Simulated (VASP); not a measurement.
# H4CO in VASP: single point with r2SCAN+D3(BJ)

Aim: the single point of H4CO with r2SCAN+D3(BJ).

Program: VASP 6.6.1. These are calculated values, not measurements. Logs are shortened: lines on timing, memory, paths and dates and some standing lists are left out, and cuts for length are marked.

### Step 1. The cell of the first run

The cell holds a disordered packing, 36 atoms: a = 7.619 Å, b = 7.619 Å, c = 7.619 Å, α = 90.00°, β = 90.00°, γ = 90.00°.

### Step 2. Single point, r2SCAN+D3(BJ)

The input, POSCAR:

```
H4CO
1.0
    7.6185600000      0.0000000000      0.0000000000
    0.0000000000      7.6185600000      0.0000000000
    0.0000000000      0.0000000000      7.6185600000
C O H
6 6 24
Direct
    0.8163906329      0.0604922231     -0.0464907028
    0.8728586307      0.1799926319      0.4431607202
    0.5062857768      0.5580744367      0.8365256827
    0.8734551087      0.6525733883      0.3433423778
    0.3865041348      0.4537546074      0.3743086240
    0.0725041590      0.4310150018      0.9773536296
    0.9690491801     -0.0260020035      0.0173991356
    0.9783087942      0.2688524166      0.5676133377
    0.5174436429      0.3921899598      0.9239204977
    0.7877782084      0.7002156922      0.1849001743
    0.3363503544      0.3044180510      0.4777136153
    0.1723319232      0.2826552793      1.0324409048
    0.7227965225     -0.0399902087     -0.0870473219
    1.0582849579      0.0648876486      0.0314758931
    0.7541387492      0.1389670924      0.0573776578
    0.8476518270      0.1446648921     -0.1585685374
    0.7753063319      0.1014496311      0.5136536842
    1.0996120019      0.2703380247      0.5278138585
    0.8031378390      0.2730453481      0.3581523076
    0.9490251588      0.0917713337      0.3594611253
    0.3825661829      0.5586750435      0.7649438328
    0.6222163344      0.3946142781      0.9949079638
    0.5081688947      0.6664669567      0.9304866463
    0.6148062149      0.5741347998      0.7438758498
    0.7747722883      0.6073496060      0.4365545082
    0.8640729474      0.7834748063      0.1254907301
    0.9669495992      0.5452225091      0.3234826498
    0.9431789931      0.7633464765      0.4021190161
    0.2654572994      0.5140009418      0.3278534431
    0.4397232065      0.2529681156      0.5289842057
    0.4591462833      0.5498059176      0.4527674572
    0.4649622353      0.4153055589      0.2594534274
   -0.0558703758      0.4227770809      1.0400135077
    0.2924416801      0.3001570738      0.9932340049
    0.1332750965      0.5541328185      1.0201022283
    0.0541349857      0.4327649705      0.8349350648
```

The input, INCAR.step1:

```
PREC = Accurate
ENCUT = 520
ISMEAR = -1
SIGMA = 0.02
LREAL = Auto
LASPH = True
NELM = 100
NBANDS = 66
GGA = PE
ALGO = Normal
EDIFF = 1E-4
LWAVE = True
LCHARG = False
```

The input, INCAR.step2:

```
PREC = Accurate
ENCUT = 520
EDIFF = 1E-7
ISMEAR = -1
SIGMA = 0.02
LREAL = Auto
LASPH = True
NELM = 100
ALGO = Normal
ISIF = 2
LWAVE = False
LCHARG = False
METAGGA = R2SCAN
LMIXTAU = True
IVDW = 12
VDW_S6 = 1.0
VDW_S8 = 0.78981345
VDW_A1 = 0.49484001
VDW_A2 = 5.73083694
NBANDS = 66
ISTART = 1
```

The input, KPOINTS:

```
Automatic mesh
0
Gamma
  1 1 1
```

Potentials or basis: VASP PAW PBE potentials, release 64 (C, O, H).

Command:

```bash
> cat potpaw_PBE.64/C/POTCAR potpaw_PBE.64/O/POTCAR potpaw_PBE.64/H/POTCAR > POTCAR
> cp INCAR.step1 INCAR
> mpirun -np 1 vasp_gam > vasp.out
> cp INCAR.step2 INCAR
> mpirun -np 1 vasp_gam > vasp.out
```

OUTCAR:

```text
PREC = Accurate
   ENCUT = 520
   EDIFF = 1E-7
   ISMEAR = -1
   LREAL = Auto
   LASPH = True
   NELM = 100
   ISIF = 2
   METAGGA = R2SCAN
   IVDW = 12
   ISTART = 1
 IVDW          = 12

 ion  position               nearest neighbor table
   1  0.816  0.060  0.954-  13 1.09  16 1.09  15 1.10   7 1.42
   2  0.873  0.180  0.443-  20 1.09  17 1.09  19 1.10   8 1.42
   3  0.506  0.558  0.837-  21 1.09  23 1.09  24 1.09   9 1.43
   4  0.873  0.653  0.343-  25 1.09  28 1.09  27 1.10  10 1.42
   5  0.387  0.454  0.374-  29 1.09  31 1.10  32 1.10  11 1.44
   6  0.073  0.431  0.977-  33 1.09  36 1.09  35 1.10  12 1.43
   7  0.969  0.974  0.017-  14 0.98   1 1.42
   8  0.978  0.269  0.568-  18 0.97   2 1.42
   9  0.517  0.392  0.924-  22 0.96   3 1.43
  10  0.788  0.700  0.185-  26 0.97   4 1.42
  11  0.336  0.304  0.478-  30 0.96   5 1.44
  12  0.172  0.283  0.032-  34 0.97   6 1.43
  13  0.723  0.960  0.913-   1 1.09
  14  0.058  0.065  0.031-   7 0.98
  15  0.754  0.139  0.057-   1 1.10
  16  0.848  0.145  0.841-   1 1.09
  17  0.775  0.101  0.514-   2 1.09
  18  0.100  0.270  0.528-   8 0.97
[... 16 lines left out ...]
  35  0.133  0.554  0.020-   6 1.10
  36  0.054  0.433  0.835-   6 1.09

  LATTYP: Found a simple cubic cell.
 ALAT       =     7.6185600000

  Lattice vectors:

 A1 = (   7.6185600000,   0.0000000000,   0.0000000000)
 A2 = (   0.0000000000,   7.6185600000,   0.0000000000)
 A3 = (   0.0000000000,   0.0000000000,   7.6185600000)

Analysis of symmetry for initial positions (statically):
=====================================================================
 Subroutine PRICEL returns:
 Original cell was already a primitive cell.

 Routine SETGRP: Setting up the symmetry group for a
 simple cubic supercell.

 Subroutine GETGRP returns: Found  1 space group operations
 (whereof  1 operations were pure point group operations)
 out of a pool of 48 trial point group operations.

The static configuration has the point symmetry C_1 .

Analysis of symmetry for dynamics (positions and initial velocities):
=====================================================================
 Subroutine PRICEL returns:
 Original cell was already a primitive cell.

 Routine SETGRP: Setting up the symmetry group for a
 simple cubic supercell.

 Subroutine GETGRP returns: Found  1 space group operations
 (whereof  1 operations were pure point group operations)
 out of a pool of 48 trial point group operations.

The dynamic configuration has the point symmetry C_1 .

 Subroutine INISYM returns: Found  1 space group operations
 (whereof  1 operations are pure point group operations),
 and found     1 'primitive' translations

----------------------------------------------------------------------------------------

                                     Primitive cell

  volume of cell :     442.1999

  direct lattice vectors                    reciprocal lattice vectors
     7.618560000  0.000000000  0.000000000     0.131258401  0.000000000  0.000000000
     0.000000000  7.618560000  0.000000000     0.000000000  0.131258401  0.000000000
     0.000000000  0.000000000  7.618560000     0.000000000  0.000000000  0.131258401

  length of vectors
     7.618560000  7.618560000  7.618560000     0.131258401  0.131258401  0.131258401

  position of ions in fractional coordinates (direct lattice)
     0.816390633  0.060492223  0.953509297
     0.872858631  0.179992632  0.443160720
     0.506285777  0.558074437  0.836525683
     0.873455109  0.652573388  0.343342378
     0.386504135  0.453754607  0.374308624
     0.072504159  0.431015002  0.977353630
[... 28 lines left out ...]
     0.133275097  0.554132819  0.020102228
     0.054134986  0.432764971  0.834935065

  ion indices of the primitive-cell ions
   primitive index   ion index
                 1           1
                 2           2
                 3           3
                 4           4
                 5           5
                 6           6
[... 28 lines left out ...]
                35          35
                36          36

----------------------------------------------------------------------------------------

 KPOINTS: Automatic mesh

Automatic generation of k-mesh.
 Grid dimensions read from file:
 generate k-points for:    1    1    1

 Generating k-lattice:

  Cartesian coordinates                     Fractional coordinates (reciprocal lattice)
     0.131258401  0.000000000  0.000000000     1.000000000  0.000000000  0.000000000
     0.000000000  0.131258401  0.000000000     0.000000000  1.000000000  0.000000000
     0.000000000  0.000000000  0.131258401     0.000000000  0.000000000  1.000000000

  Length of vectors
     0.131258401  0.131258401  0.131258401

  Shift w.r.t. Gamma in fractional coordinates (k-lattice)
     0.000000000  0.000000000  0.000000000

 Subroutine IBZKPT returns following result:
 ===========================================

 Found      1 irreducible k-points:

 Following reciprocal coordinates:
            Coordinates               Weight
  0.000000  0.000000  0.000000      1.000000
   k-points           NKPTS =      1   k-points in BZ     NKDIM =      1   number of bands    NBANDS=     66
   number of dos      NEDOS =    301   number of ions     NIONS =     36
   total plane-waves  NPLWV = 216000
   dimension x,y,z NGX =    60 NGY =   60 NGZ =   60
   dimension x,y,z NGXF=   120 NGYF=  120 NGZF=  120
   ions per type =               6   6  24
   NGX,Y,Z   is equivalent  to a cutoff of  13.09, 13.09, 13.09 a.u.
   NGXF,Y,Z  is equivalent  to a cutoff of  26.19, 26.19, 26.19 a.u.
 SYSTEM =  unknown system
   PREC   = accura    normal or accurate (medium, high low for compatibility)
   ISTART =      1    job   : 0-new  1-cont  2-samecut
   ICHARG =      0    charge: 1-file 2-atom 10-const
   ISPIN  =      1    spin polarized calculation?
   LNONCOLLINEAR =      F non collinear calculations
   LSORBIT =      F    spin-orbit coupling
   LASPH  =      T    aspherical Exc in radial PAW
   ENCUT  =  520.0 eV  38.22 Ry    6.18 a.u.  14.17 14.17 14.17*2*pi/ulx,y,z
   NELM   =    100;   NELMIN=  2; NELMDL=  0     # of ELM steps
   EDIFF  = 0.1E-06   stopping-criterion for ELM
   LREAL  =      T    real-space projection
   EDIFFG = 0.1E-05   stopping-criterion for IOM
   NSW    =      0    number of steps for IOM
   IBRION =     -1    ionic relax: 0-MD 1-quasi-New 2-CG
   NFREE  =      0    steps in history (QN), initial steepest desc. (CG)
   ISIF   =      2    stress and relaxation
   ISYM   =      2    0-nonsym 1-usesym 2-fastsym
   POTIM  = 0.5000    time-step for ionic-motion
   TEBEG  =    0.0;   TEEND  =   0.0 temperature during run
   PSTRESS=    0.0 pullay stress
   NELECT =      84.0000    total number of electrons
   NUPDOWN=      -1.0000    fix difference up-down
   EMIN   =  10.00;   EMAX   =-10.00  energy-range for DOS
   EFERMI =   0.00;   METHOD = LEGACY
   ISMEAR =    -1;   SIGMA  =   0.02  broadening in eV -4-tet -1-fermi 0-gaus
   EFERMI_NEDOS =   21; number of points for ismear=-14 and -15
   IALGO  =     38    algorithm
   IMIX   =      4    mixing-type and parameters
     AMIX     =   0.40;   BMIX     =  1.00
     AMIX_MAG =   1.60;   BMIX_MAG =  1.00
  volume/ion in A,a.u.               =      12.28        82.89
  Fermi-wavevector in a.u.,A,eV,Ry     =   0.941084  1.778391 12.049850  0.885639
  Thomas-Fermi vector in A             =   2.068560
   LORBIT       =      0    0 simple, 1 ext, 2 COOP (PROOUT), +10 PAW based schemes
   METAGGA = R2SCAN    functional components
   LHFCALC =     F    Hartree Fock is set to
   AEXX    =    0.0000 exact exchange contribution
   IVDW    =    12    specifies the selected vdW correction
   LEPSILON=     F    determine dielectric tensor
   LRPA    =     F    only Hartree local field effects (RPA)
 non-spin polarized calculation
  energy-cutoff  :      520.00
  volume of cell :      442.20
 maximum number of plane-waves:      5919
 NGX is ok and might be reduce to    60
   NGX = 29   NGY = 29   NGZ = 29

 number of electron      84.0000014 magnetization

 Free energy of the ion-electron system (eV)
  ---------------------------------------------------
  ext. energy  EPLUGINS =         0.00000000
  ---------------------------------------------------
  free energy    TOTEN  =      -194.44576812 eV

  energy without entropy =     -194.44576812  energy(sigma->0) =     -194.44576812

 E-fermi :  -3.2445     XC(G=0):  -6.0163

 val. band max:       -3.7220454138   @ k =   0.0000   0.0000   0.0000
 cond. band min:       1.6671572218   @ k =   0.0000   0.0000   0.0000
 fundamental gap:      5.3892026356
 Fermi energy:        -3.2444512887

 k-point     1 :       0.0000    0.0000    0.0000
  band No.  band energies     occupation
      1     -24.8233      2.00000
      2     -24.6640      2.00000
      3     -24.2747      2.00000
      4     -24.0474      2.00000
      5     -23.8478      2.00000
      6     -23.7987      2.00000
[... 46 lines left out ...]
     53       5.1345      0.00000
     54       5.3071      0.00000
 [bands above 54 left out]

------------------------ aborting loop because EDIFF is reached ----------------------------------------

 Edisp (eV)   -0.55415

 E8    (eV) :    -0.0862

  FORCE on cell =-STRESS in cart. coord.  units (eV):
  Direction    XX          YY          ZZ          XY          YZ          ZX
  --------------------------------------------------------------------------------------
  -------------------------------------------------------------------------------------
  Total      -1.22096    -1.10210    -0.69481    -0.74075    -0.33225     0.51175
  in kB      -4.42379    -3.99313    -2.51743    -2.68389    -1.20379     1.85416
  external pressure =       -3.64 kB  Pullay stress =        0.00 kB

 VOLUME and BASIS-vectors are now :
 -----------------------------------------------------------------------------
  energy-cutoff  :      520.00
  volume of cell :      442.20
      direct lattice vectors                 reciprocal lattice vectors
     7.618560000  0.000000000  0.000000000     0.131258401  0.000000000  0.000000000
     0.000000000  7.618560000  0.000000000     0.000000000  0.131258401  0.000000000
     0.000000000  0.000000000  7.618560000     0.000000000  0.000000000  0.131258401

 POSITION                                       TOTAL-FORCE (eV/Angst)
 -----------------------------------------------------------------------------------
      6.21972      0.46086      7.26437        -0.175787      0.068452     -0.063512
      6.64993      1.37128      3.37625        -0.083908     -0.072142     -0.075437
      3.85717      4.25172      6.37312        -0.064106      0.150715     -0.085334
      6.65447      4.97167      2.61577         0.041668     -0.056221      0.134863
      2.94460      3.45696      2.85169         0.054533     -0.036723     -0.101392
      0.55238      3.28371      7.44603        -0.115642      0.108393     -0.031542
[... 28 lines left out ...]
      1.01536      4.22169      0.15315         0.024924      0.034216      0.013425
      0.41243      3.29705      6.36100        -0.006415     -0.003553     -0.021903
 -----------------------------------------------------------------------------------
    total drift:                               -0.009542      0.011322     -0.010756

  FREE ENERGIE OF THE ION-ELECTRON SYSTEM (eV)
  ---------------------------------------------------
  free  energy   TOTEN  =      -194.9999181304 eV

  energy  without entropy=     -194.9999181303  energy(sigma->0) =     -194.99991813
```

Run time: 8.7 min. Hardware: 1 thread of Intel Xeon 8259CL, shared host; peak memory 0.54 GiB.

What came out:

| Property | Result |
| --- | --- |
| Free energy | -194.9999 eV |
| Pressure | -0.4 GPa |
| Largest force | 0.220 eV/Å |
| Band gap on the k mesh | 5.39 eV |
| Dispersion energy per atom | -0.015 eV |

Forces on the atoms (eV/Å):
```
C   -0.176  0.068 -0.064
C   -0.084 -0.072 -0.075
C   -0.064  0.151 -0.085
C    0.042 -0.056  0.135
C    0.055 -0.037 -0.101
C   -0.116  0.108 -0.032
O    0.056 -0.123  0.056
O    0.043  0.053  0.073
O   -0.093 -0.117  0.002
O   -0.133 -0.084 -0.044
O   -0.101  0.148 -0.074
O   -0.061 -0.164  0.058
H   -0.004 -0.006 -0.020
H    0.140  0.067  0.008
H   -0.010 -0.014 -0.007
H   -0.004  0.005 -0.015
H   -0.023 -0.017  0.005
H    0.099  0.039  0.013
H   -0.017  0.034 -0.030
H    0.011 -0.007 -0.002
H   -0.012 -0.008 -0.014
H    0.107 -0.037  0.091
H   -0.006  0.009  0.021
H    0.030  0.005 -0.030
H   -0.024 -0.014  0.019
H    0.092  0.154 -0.126
H    0.039 -0.030  0.002
H    0.014  0.041  0.001
H    0.039 -0.060  0.012
H    0.069 -0.049  0.075
H    0.004 -0.038 -0.035
H   -0.097  0.038  0.183
H   -0.027 -0.015  0.016
H    0.194 -0.004 -0.008
H    0.025  0.034  0.013
H   -0.006 -0.004 -0.022
```

Caveat: the k points lie up to 0.82 Å⁻¹ apart, too coarse for converged energies, forces and pressures; the PAW data sets were made with another functional, which shifts forces and pressure a little.
